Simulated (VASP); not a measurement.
Set up this calculation in VASP 6.6.1, as the native input.

```yaml
Task: single point
Functional: PBEsol
Potentials_or_basis: VASP PAW PBE potentials, release 64 (Al, Ru_pv)
Cutoff: 520 eV
k_mesh: 10 × 10 × 10
Occupations: gaussian, width 0.03 eV
Spin: no spin polarisation
Dipole_correction: no
Further_INCAR_settings: ALGO = Normal; EDIFF = 1e-06; NBANDS = 29
```

The structure of Al2Ru lies in POSCAR:

```
Al2Ru
1.0
    0.0000000000      4.1072774818      4.3193031585
    2.4210861652      0.0000000000      4.3193031585
    2.4210861652      4.1072774818      0.0000000000
Al Ru
4 2
Direct
    0.0789481736      0.4210518264      0.0789481736
    0.4210518264      0.0789481736      0.4210518264
    0.1710518264      0.8289481736      0.1710518264
    0.8289481736      0.1710518264      0.8289481736
    0.7500000000      0.7500000000      0.7500000000
    0.5000000000      0.5000000000      0.5000000000
```

This cell differs from its parent crystal: strain +0.030 along x and y, -0.015 along z.

These files were run (other wordings do the same):

INCAR

```
SYSTEM = Al2Ru
ALGO = Normal ; EDIFF = 1E-6
ENCUT = 520 ; GGA = PS
ISIF = 2 ; ISMEAR = 0
LASPH = .TRUE. ; LCHARG = .TRUE.
LELF = .TRUE. ; LREAL = .FALSE.
LVHAR = .TRUE. ; LWAVE = .FALSE.
NBANDS = 29 ; NELM = 60
PREC = Accurate ; SIGMA = 0.03
```

KPOINTS

```
k-points
0
G
  10 10 10
  0 0 0
```

Potentials or basis: VASP PAW PBE potentials, release 64 (Al, Ru_pv).

Launch:

```bash
$ cat potpaw_PBE.64/Al/POTCAR potpaw_PBE.64/Ru_pv/POTCAR > POTCAR
$ mpirun -np 1 vasp_std > vasp.out
```

Results of the run:

```yaml
Pressure: -6.3 GPa
Largest_force: 0.187 eV/Å
```

Caveat: the cell differs from its parent crystal (strain +0.030 along x and y, -0.015 along z); the stress differs along the axes, from -10 to 0 GPa; the PAW data sets were made with another functional, which shifts forces and pressure a little.

Wall time 12 min on 1 thread of Oxide Virtual Turin-like Processor (shared host), peak memory 0.45 GiB.
